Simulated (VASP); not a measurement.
# SiC in VASP: further runs

The runs below take SiC through single point, relaxation of the atoms, with LDA, PBE.

All numbers are computed with VASP 6.6.1; they aren't measurements. Logs are shortened: lines on timing, memory, paths and dates and some standing lists are left out, and cuts for length are marked.

## 1. The cell of the first run

The structure is hexagonal, space group P6_3mc (No. 186). Conventional cell: a = 3.092 Å, b = 3.092 Å, c = 5.074 Å, α = 90.00°, β = 90.00°, γ = 120.00°. Within 2.5 Å of Si (site symmetry 3m) lie 4 C at 1.89 to 1.91 Å. C (site symmetry 3m) has 4 Si at 1.89 to 1.91 Å within 2.5 Å.

## 2. Single point, LDA

File INCAR:

```
PREC     = Accurate       # precision mode
ENCUT    = 520            # plane-wave cutoff, eV
EDIFF    = 1E-6           # SCF threshold, eV
ISMEAR   = 0              # smearing method
SIGMA    = 0.02           # smearing width, eV
LREAL    = False          # projectors in reciprocal space
LASPH    = True           # aspherical terms in the spheres
NELM     = 100            # most SCF steps
ALGO     = Normal         # electronic algorithm
ISIF     = 2              # what is computed and relaxed
LWAVE    = False          # write WAVECAR
LCHARG   = False          # write CHGCAR
ISYM     = 0            
NBANDS   = 16             # bands
```

File KPOINTS:

```
regular mesh
0
Gamma
  12 12 6
```

File POSCAR:

```
SiC
1.0
    3.0919365181      0.0000000000      0.0000000000
   -1.5459682590      2.6776955715      0.0000000000
    0.0000000000      0.0000000000      5.0742922873
Si C
2 2
Direct
    0.3333333333      0.6666666667      0.4995817071
    0.6666666667      0.3333333333      0.9995817071
    0.3333333333      0.6666666667      0.8754182929
    0.6666666667      0.3333333333      0.3754182929
```

Potentials or basis: VASP PAW LDA potentials, release 64 (Si, C).

Command:

```console
$ cat potpaw_LDA.64/Si/POTCAR potpaw_LDA.64/C/POTCAR > POTCAR
$ mpirun -np 1 vasp_std > vasp.out
```

OUTCAR:

```text
PREC = Accurate
   ENCUT = 520
   EDIFF = 1E-6
   ISMEAR = 0
   LREAL = False
   LASPH = True
   NELM = 100
   ISIF = 2
   ISYM = 0

 ion  position               nearest neighbor table
   1  0.333  0.667  0.500-   4 1.89   4 1.89   4 1.89   3 1.91   2 3.10   2 3.10   2 3.10   2 3.10
                             2 3.10   2 3.10
   2  0.667  0.333  1.000-   3 1.89   3 1.89   3 1.89   4 1.91   1 3.10   1 3.10   1 3.10   1 3.10
                             1 3.10   1 3.10
   3  0.333  0.667  0.875-   2 1.89   2 1.89   2 1.89   1 1.91
   4  0.667  0.333  0.375-   1 1.89   1 1.89   1 1.89   2 1.91

IMPORTANT INFORMATION: All symmetrisations will be switched off!
NOSYMM: (Re-)initialisation of all symmetry stuff for point group C_1.

----------------------------------------------------------------------------------------

                                     Primitive cell

  volume of cell :      42.0114

  direct lattice vectors                    reciprocal lattice vectors
     3.091936518  0.000000000  0.000000000     0.323421905  0.186727724  0.000000000
    -1.545968259  2.677695572  0.000000000     0.000000000  0.373455448  0.000000000
     0.000000000  0.000000000  5.074292287     0.000000000  0.000000000  0.197071817

  length of vectors
     3.091936518  3.091936518  5.074292287     0.373455448  0.373455448  0.197071817

  position of ions in fractional coordinates (direct lattice)
     0.333333333  0.666666667  0.499581707
     0.666666667  0.333333333  0.999581707
     0.333333333  0.666666667  0.875418293
     0.666666667  0.333333333  0.375418293

  ion indices of the primitive-cell ions
   primitive index   ion index
                 1           1
                 2           2
                 3           3
                 4           4

----------------------------------------------------------------------------------------

 KPOINTS: regular mesh

Automatic generation of k-mesh.
 Grid dimensions read from file:
 generate k-points for:   12   12    6

 Generating k-lattice:

  Cartesian coordinates                     Fractional coordinates (reciprocal lattice)
     0.026951825  0.015560644  0.000000000     0.083333333  0.000000000  0.000000000
     0.000000000  0.031121287  0.000000000     0.000000000  0.083333333  0.000000000
     0.000000000  0.000000000  0.032845303     0.000000000  0.000000000  0.166666667

  Length of vectors
     0.031121287  0.031121287  0.032845303

  Shift w.r.t. Gamma in fractional coordinates (k-lattice)
     0.000000000  0.000000000  0.000000000

 Subroutine IBZKPT returns following result:
 ===========================================

 Found    436 irreducible k-points:

 Following reciprocal coordinates:
            Coordinates               Weight
  0.000000  0.000000  0.000000      1.000000
  0.083333  0.000000  0.000000      2.000000
  0.000000  0.083333  0.000000      2.000000
 -0.083333  0.083333  0.000000      2.000000
  0.166667  0.000000  0.000000      2.000000
  0.000000  0.166667  0.000000      2.000000
[... 16 lines left out ...]
  0.166667  0.083333  0.000000      2.000000
 -0.083333  0.250000  0.000000      2.000000
 [... further k-points ...]
   k-points           NKPTS =    436   k-points in BZ     NKDIM =    436   number of bands    NBANDS=     16
   number of dos      NEDOS =    301   number of ions     NIONS =      4
   total plane-waves  NPLWV =  23040
   dimension x,y,z NGX =    24 NGY =   24 NGZ =   40
   dimension x,y,z NGXF=    48 NGYF=   48 NGZF=   80
   ions per type =               2   2
   NGX,Y,Z   is equivalent  to a cutoff of  12.90, 12.90, 13.10 a.u.
   NGXF,Y,Z  is equivalent  to a cutoff of  25.81, 25.81, 26.21 a.u.
 SYSTEM =  unknown system
   PREC   = accura    normal or accurate (medium, high low for compatibility)
   ISTART =      0    job   : 0-new  1-cont  2-samecut
   ICHARG =      2    charge: 1-file 2-atom 10-const
   ISPIN  =      1    spin polarized calculation?
   LNONCOLLINEAR =      F non collinear calculations
   LSORBIT =      F    spin-orbit coupling
   LASPH  =      T    aspherical Exc in radial PAW
   ENCUT  =  520.0 eV  38.22 Ry    6.18 a.u.   5.75  5.75  9.43*2*pi/ulx,y,z
   NELM   =    100;   NELMIN=  2; NELMDL= -5     # of ELM steps
   EDIFF  = 0.1E-05   stopping-criterion for ELM
   LREAL  =      F    real-space projection
   EDIFFG = 0.1E-04   stopping-criterion for IOM
   NSW    =      0    number of steps for IOM
   IBRION =     -1    ionic relax: 0-MD 1-quasi-New 2-CG
   NFREE  =      0    steps in history (QN), initial steepest desc. (CG)
   ISIF   =      2    stress and relaxation
   ISYM   =      0    0-nonsym 1-usesym 2-fastsym
   POTIM  = 0.5000    time-step for ionic-motion
   TEBEG  =    0.0;   TEEND  =   0.0 temperature during run
   PSTRESS=    0.0 pullay stress
   NELECT =      16.0000    total number of electrons
   NUPDOWN=      -1.0000    fix difference up-down
   EMIN   =  10.00;   EMAX   =-10.00  energy-range for DOS
   EFERMI =   0.00;   METHOD = LEGACY
   ISMEAR =     0;   SIGMA  =   0.02  broadening in eV -4-tet -1-fermi 0-gaus
   EFERMI_NEDOS =   21; number of points for ismear=-14 and -15
   IALGO  =     38    algorithm
   IMIX   =      4    mixing-type and parameters
     AMIX     =   0.40;   BMIX     =  1.00
     AMIX_MAG =   1.60;   BMIX_MAG =  1.00
  volume/ion in A,a.u.               =      10.50        70.88
  Fermi-wavevector in a.u.,A,eV,Ry     =   1.186658  2.242459 19.159157  1.408158
  Thomas-Fermi vector in A             =   2.322826
   LORBIT       =      0    0 simple, 1 ext, 2 COOP (PROOUT), +10 PAW based schemes
   GGA     = CA    functional components
   LHFCALC =     F    Hartree Fock is set to
   AEXX    =    0.0000 exact exchange contribution
   IVDW    =     0    specifies the selected vdW correction
   LEPSILON=     F    determine dielectric tensor
   LRPA    =     F    only Hartree local field effects (RPA)
 non-spin polarized calculation
 Gauss-broadening in eV      SIGMA  =   0.02
  energy-cutoff  :      520.00
  volume of cell :       42.01
 maximum number of plane-waves:      1170
   NGX = 11   NGY = 11   NGZ = 19

 number of electron      16.0000000 magnetization

 Free energy of the ion-electron system (eV)
  ---------------------------------------------------
  ext. energy  EPLUGINS =         0.00000000
  ---------------------------------------------------
  free energy    TOTEN  =       -33.24572350 eV

  energy without entropy =      -33.24572350  energy(sigma->0) =      -33.24572350

 E-fermi :   8.1503     XC(G=0): -11.4852

 val. band max:        8.0345373135   @ k =   0.0000   0.0000   0.0000
 cond. band min:      10.2110645691   @ k =   0.3333   0.3333   0.0000
 fundamental gap:      2.1765272556
 Fermi energy:         8.1502825440

 k-point     1 :       0.0000    0.0000    0.0000
  band No.  band energies     occupation
      1      -7.3219      2.00000
      2      -3.7621      2.00000
      3      -0.5935      2.00000
      4       6.7259      2.00000
      5       6.7259      2.00000
      6       7.9227      2.00000
[... 8 lines left out ...]
     15      16.7739      0.00000
     16      19.0742      0.00000

 k-point     2 :       0.0833    0.0000    0.0000
  band No.  band energies     occupation
      1      -7.2024      2.00000
      2      -3.6594      2.00000
      3      -0.4839      2.00000
      4       6.0463      2.00000
      5       6.5167      2.00000
      6       7.5796      2.00000
[... 8 lines left out ...]
     15      17.0733      0.00000
     16      18.2980      0.00000

 k-point     3 :       0.0000    0.0833    0.0000
  band No.  band energies     occupation
      1      -7.2024      2.00000
      2      -3.6594      2.00000
      3      -0.4839      2.00000
      4       6.0463      2.00000
      5       6.5167      2.00000
      6       7.5796      2.00000
[... 8 lines left out ...]
     15      17.0733      0.00000
     16      18.2980      0.00000

 k-point     4 :      -0.0833    0.0833    0.0000
  band No.  band energies     occupation
      1      -7.2024      2.00000
      2      -3.6594      2.00000
      3      -0.4839      2.00000
      4       6.0463      2.00000
      5       6.5167      2.00000
      6       7.5796      2.00000
[... 8 lines left out ...]
     15      17.0733      0.00000
     16      18.2980      0.00000

 k-point     5 :       0.1667    0.0000    0.0000
  band No.  band energies     occupation
      1      -6.8469      2.00000
      2      -3.3594      2.00000
      3      -0.1645      2.00000
      4       4.5708      2.00000
      5       6.0439      2.00000
      6       6.4804      2.00000
[... 8 lines left out ...]
     15      17.4330      0.00000
     16      17.7451      0.00000

 k-point     6 :       0.0000    0.1667    0.0000
  band No.  band energies     occupation
      1      -6.8469      2.00000
      2      -3.3594      2.00000
      3      -0.1645      2.00000
      4       4.5708      2.00000
      5       6.0439      2.00000
      6       6.4804      2.00000
[... 8 lines left out ...]
     15      17.4330      0.00000
     16      17.7451      0.00000

 k-point     7 :      -0.1667    0.1667    0.0000
  band No.  band energies     occupation
      1      -6.8469      2.00000
      2      -3.3594      2.00000
      3      -0.1645      2.00000
      4       4.5708      2.00000
      5       6.0439      2.00000
      6       6.4804      2.00000
[... 8 lines left out ...]
     15      17.4330      0.00000
     16      17.7451      0.00000

 k-point     8 :       0.2500    0.0000    0.0000
  band No.  band energies     occupation
      1      -6.2662      2.00000
      2      -2.8973      2.00000
      3       0.3167      2.00000
      4       2.9630      2.00000
      5       5.1124      2.00000
      6       5.5310      2.00000
[... 8 lines left out ...]
     15      17.9013      0.00000
     16      18.6440      0.00000

 k-point     9 :       0.0000    0.2500    0.0000
  band No.  band energies     occupation
      1      -6.2662      2.00000
      2      -2.8973      2.00000
      3       0.3167      2.00000
      4       2.9630      2.00000
      5       5.1124      2.00000
      6       5.5310      2.00000
[... 8 lines left out ...]
     15      17.9013      0.00000
     16      18.6440      0.00000
[... 172 lines left out ...]
 k-point    19 :       0.5000    0.5000    0.0000
  band No.  band energies     occupation
      1      -4.0098      2.00000
      2      -2.5462      2.00000
      3       0.3328      2.00000
      4       1.7975      2.00000
      5       2.6451      2.00000
      6       4.7408      2.00000
[... 8 lines left out ...]
     15      18.1137      0.00000
     16      20.2999      0.00000

 k-point    20 :       0.0833    0.0833    0.0000
  band No.  band energies     occupation
      1      -6.9649      2.00000
      2      -3.4578      2.00000
      3      -0.2691      2.00000
      4       5.0999      2.00000
      5       5.9596      2.00000
      6       6.9868      2.00000
[... 8 lines left out ...]
     15      17.4449      0.00000
     16      18.1155      0.00000

 k-point    21 :      -0.0833    0.1667    0.0000
  band No.  band energies     occupation
      1      -6.9649      2.00000
      2      -3.4578      2.00000
      3      -0.2691      2.00000
      4       5.0999      2.00000
      5       5.9596      2.00000
      6       6.9868      2.00000
[... 8 lines left out ...]
     15      17.4449      0.00000
     16      18.1155      0.00000

 k-point    22 :      -0.1667    0.0833    0.0000
  band No.  band energies     occupation
      1      -6.9649      2.00000
      2      -3.4578      2.00000
      3      -0.2691      2.00000
      4       5.0999      2.00000
      5       5.9596      2.00000
      6       6.9868      2.00000
[... 8 lines left out ...]
     15      17.4449      0.00000
     16      18.1155      0.00000

 k-point    23 :       0.1667    0.0833    0.0000
  band No.  band energies     occupation
      1      -6.4963      2.00000
      2      -3.0746      2.00000
      3       0.1369      2.00000
      4       3.6993      2.00000
      5       5.1226      2.00000
      6       6.0159      2.00000
[... 8 lines left out ...]
     15      17.4216      0.00000
     16      18.4346      0.00000

 k-point    24 :      -0.0833    0.2500    0.0000
  band No.  band energies     occupation
      1      -6.4963      2.00000
      2      -3.0746      2.00000
      3       0.1369      2.00000
      4       3.6993      2.00000
      5       5.1226      2.00000
      6       6.0159      2.00000
[... 8 lines left out ...]
     15      17.4216      0.00000
     16      18.4346      0.00000

 [... further k-points ...]
[... 5 lines left out ...]
  --------------------------------------------------------------------------------------
  -------------------------------------------------------------------------------------
  Total       -1.8783120     -1.8783127     -1.8312024     -0.0000001     -0.0000004     -0.0000004
  in kB      -71.6326573    -71.6326839    -69.8360507     -0.0000022     -0.0000154     -0.0000156
  external PRESSURE =     -71.0337973 kB  Pullay stress =       0.0000000 kB

 VOLUME and BASIS-vectors are now :
 -----------------------------------------------------------------------------
  energy-cutoff  :      520.00
  volume of cell :       42.01
      direct lattice vectors                 reciprocal lattice vectors
     3.091936518  0.000000000  0.000000000     0.323421905  0.186727724  0.000000000
    -1.545968259  2.677695572  0.000000000     0.000000000  0.373455448  0.000000000
     0.000000000  0.000000000  5.074292287     0.000000000  0.000000000  0.197071817

 POSITION                                       TOTAL-FORCE (eV/Angst)
 -----------------------------------------------------------------------------------
     -0.00000      1.78513      2.53502        -0.000000     -0.000000     -0.003129
      1.54597      0.89257      5.07217         0.000000      0.000000     -0.003126
     -0.00000      1.78513      4.44213        -0.000000      0.000000      0.003130
      1.54597      0.89257      1.90498         0.000000     -0.000000      0.003124
 -----------------------------------------------------------------------------------
    total drift:                                0.000000      0.000000      0.000576

  FREE ENERGIE OF THE ION-ELECTRON SYSTEM (eV)
  ---------------------------------------------------
  free  energy   TOTEN  =       -33.2457235025 eV

  energy  without entropy=      -33.2457235025  energy(sigma->0) =      -33.24572350
```

Run time: 5 min. Hardware: 1 thread of Intel Xeon 8259CL, shared host; peak memory 0.33 GiB.

What came out:

| Item | Value |
| --- | --- |
| Free energy | -33.2457 eV |
| Pressure | -7.1 GPa |
| Largest force | 0.003 eV/Å |
| Band gap on the k mesh | 2.18 eV (least direct gap 3.84 eV) |

Forces in eV/Å, atoms in the order of the input:
```
Si   0.000  0.000 -0.003
Si   0.000  0.000 -0.003
C    0.000  0.000  0.003
C    0.000  0.000  0.003
```

Levels at points of the mesh, in eV from the valence-band top:
```csv
k point,band 5,band 6,band 7,band 8,band 9,band 10,band 11,band 12
"(0.00, 0.00, 0.00)",-1.31,-0.11,0.00,0.00,4.63,6.06,6.46,6.46
"(0.50, 0.00, 0.00)",-5.39,-3.29,-3.27,-1.19,2.65,4.12,6.69,6.98
"(0.00, 0.50, 0.00)",-5.39,-3.29,-3.27,-1.19,2.65,4.12,6.69,6.98
"(0.50, 0.50, 0.00)",-5.39,-3.29,-3.27,-1.19,2.65,4.12,6.69,6.98
"(0.00, 0.00, 0.50)",-0.71,-0.71,-0.71,-0.71,5.70,5.70,7.16,7.16
"(0.50, 0.00, 0.50)",-2.43,-2.43,-2.31,-2.31,3.18,3.18,5.09,5.09
"(0.00, 0.50, 0.50)",-2.43,-2.43,-2.31,-2.31,3.18,3.18,5.09,5.09
"(0.50, 0.50, 0.50)",-2.43,-2.43,-2.31,-2.31,3.18,3.18,5.09,5.09
```

Caveat: the cell stands under tension.

## 3. Single point, PBE

This run uses another cell than the first one: it holds 36 atoms, not 4.

File INCAR:

```
PREC = Accurate
ENCUT = 520
EDIFF = 1E-6
ISMEAR = 0
SIGMA = 0.01
LREAL = Auto
LASPH = T
NELM = 100
ALGO = Normal
ISIF = 2
LWAVE = F
LCHARG = F
GGA = PE
NBANDS = 96
```

File KPOINTS:

```
Automatic mesh
0
Gamma
  2 2 2
  0.5 0.5 0.5
```

File POSCAR:

```
SiC
1.0
    0.0000000000      5.3553911397      5.0742922929
   -4.6379047741     -2.6776955698      5.0742922929
    4.6379047741     -2.6776955698      5.0742922929
Si C
18 18
Direct
    0.3887494579      0.7220827913      0.3887494579
    0.7220827913      0.7220827913      0.0554161246
    0.3887494579      0.3887494579      0.7220827913
    0.3887494579      0.0554161246      0.0554161246
    0.7220827913      0.3887494579      0.3887494579
    0.0554161246      0.7220827913      0.7220827913
    0.0554161246      0.3887494579      0.0554161246
    0.7220827913      0.0554161246      0.7220827913
    0.0554161246      0.0554161246      0.3887494579
    0.4443050135      0.7776383468      0.7776383468
    0.7776383468      0.7776383468      0.4443050135
    0.4443050135      0.4443050135      0.1109716802
    0.4443050135      0.1109716802      0.4443050135
    0.7776383468      0.4443050135      0.7776383468
    0.1109716802      0.7776383468      0.1109716802
    0.1109716802      0.4443050135      0.4443050135
    0.7776383468      0.1109716802      0.1109716802
    0.1109716802      0.1109716802      0.7776383468
    0.5140283198      0.8473616532      0.5140283198
    0.8473616532      0.8473616532      0.1806949865
    0.5140283198      0.5140283198      0.8473616532
    0.5140283198      0.1806949865      0.1806949865
    0.8473616532      0.5140283198      0.5140283198
    0.1806949865      0.8473616532      0.8473616532
    0.1806949865      0.5140283198      0.1806949865
    0.8473616532      0.1806949865      0.8473616532
    0.1806949865      0.1806949865      0.5140283198
    0.2362505421      0.5695838754      0.5695838754
    0.5695838754      0.5695838754      0.2362505421
    0.2362505421      0.2362505421      0.9029172087
    0.2362505421      0.9029172087      0.2362505421
    0.5695838754      0.2362505421      0.5695838754
    0.9029172087      0.5695838754      0.9029172087
    0.9029172087      0.2362505421      0.2362505421
    0.5695838754      0.9029172087      0.9029172087
    0.9029172087      0.9029172087      0.5695838754
```

Potentials or basis: VASP PAW PBE potentials, release 64 (Si, C).

Command:

```console
$ cat potpaw_PBE.64/Si/POTCAR potpaw_PBE.64/C/POTCAR > POTCAR
$ mpirun -np 1 vasp_std > vasp.out
```

Run time: 93 s. Hardware: 1 thread of Intel Xeon Platinum 8488C (Sapphire Rapids), shared host; peak memory 0.39 GiB.

The run converged. Its results:

* Free energy: -270.9057 eV
* Pressure: -0.1 GPa
* Largest force: 0.009 eV/Å
* Band gap on the k mesh: 3.29 eV

Forces on the atoms (eV/Å):
```
Si   0.000  0.000 -0.007
Si   0.000  0.000 -0.007
Si   0.000  0.000 -0.007
Si   0.000  0.000 -0.007
Si   0.000  0.000 -0.007
Si   0.000  0.000 -0.007
Si   0.000  0.000 -0.007
Si   0.000  0.000 -0.007
Si   0.000  0.000 -0.007
Si   0.000  0.000 -0.007
Si   0.000  0.000 -0.007
Si   0.000  0.000 -0.007
Si   0.000  0.000 -0.007
Si   0.000  0.000 -0.007
Si   0.000  0.000 -0.007
Si   0.000  0.000 -0.007
Si   0.000  0.000 -0.007
Si   0.000  0.000 -0.007
C    0.000  0.000  0.004
C    0.000  0.000  0.004
C    0.000  0.000  0.004
C    0.000  0.000  0.004
C    0.000  0.000  0.004
C    0.000  0.000  0.004
C    0.000  0.000  0.004
C    0.000  0.000  0.004
C    0.000  0.000  0.004
C    0.000  0.000  0.009
C    0.000  0.000  0.009
C    0.000  0.000  0.009
C    0.000  0.000  0.009
C    0.000  0.000  0.009
C    0.000  0.000  0.009
C    0.000  0.000  0.009
C    0.000  0.000  0.009
C    0.000  0.000  0.009
```

Stress tensor (GPa, compression positive):
```
-0.10  0.00  0.00
 0.00 -0.10  0.00
 0.00  0.00  0.03
```

Levels at points of the mesh, in eV from the valence-band top:
| k point | band 68 | band 69 | band 70 | band 71 | band 72 | band 73 | band 74 | band 75 | band 76 | band 77 |
| --- | --- | --- | --- | --- | --- | --- | --- | --- | --- | --- |
| (0.25, 0.25, 0.25) | -0.74 | -0.74 | -0.74 | 0.00 | 0.00 | 3.56 | 3.56 | 3.56 | 3.68 | 3.68 |

Caveat: a shifted mesh leaves out Γ, where band edges can lie. A k mesh can miss the band edges.

(Part 1 of 2 ends here.)
